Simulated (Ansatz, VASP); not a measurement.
Two plane-wave programs on AlN

The input INCAR:

```
PREC = Accurate
ENCUT = 520
EDIFF = 1E-6
ISMEAR = 0
SIGMA = 0.01
LREAL = False
LASPH = True
NELM = 60
ALGO = Normal
ISIF = 2
LWAVE = False
LCHARG = False
GGA = PS
NBANDS = 11
```

The input KPOINTS:

```
Automatic mesh
0
Gamma
  8 8 8
```

File POSCAR:

```
AlN
1.0
    0.0000000000      2.1848764208      2.1848764208
    2.1848764208      0.0000000000      2.1848764208
    2.1848764208      2.1848764208      0.0000000000
Al N
1 1
Direct
    0.0000000000      0.0000000000      0.0000000000
    0.2500000000      0.2500000000      0.2500000000
```

Input for Ansatz:

```yaml
crystal:
  lattice:
    - [0.0, 2.1848764208, 2.1848764208]
    - [2.1848764208, 0.0, 2.1848764208]
    - [2.1848764208, 2.1848764208, 0.0]
  atoms:
    - { symbol: Al, position: [0.0, 0.0, 0.0] }
    - { symbol: "N", position: [0.25, 0.25, 0.25] }
kpoints:
  mp_grid: { grid: [8, 8, 8] }
hamiltonian:
  xc: pbesol
scf:
  occupations: { method: fixed }
  n_extra_bands: 4
output:
  forces: true
  stress: true
  eigenvalues: true
  write_density: true
  write_potential: true
  elf: true
  volumetric_format: npy
```

Alike in both runs: task single point; functional PBEsol; k mesh 8 × 8 × 8; no spin polarisation.

|  | VASP | Ansatz |
| --- | --- | --- |
| version | VASP 6.6.1 | Ansatz 0.2.0 |
| potentials or method | VASP PAW PBE potentials, release 64 (Al, N) | plane waves, PAW |
| plane-wave cutoff (eV) | 520 | 420 |
| occupations | gaussian, width 0.01 eV | fixed |
| valence electrons in the cell | 8 | 8 |

Ansatz gave:

| Property | Result |
| --- | --- |
| gap on the k mesh at the Fermi level (eV) | 3.20 |
| pressure (GPa) | 1.1 |

Task: Estimate VASP's values.

Result: gap on the k mesh at the Fermi level (eV): 3.19; pressure (GPa): 1.1.

VASP's potentials were made for PBE, not for PBEsol.
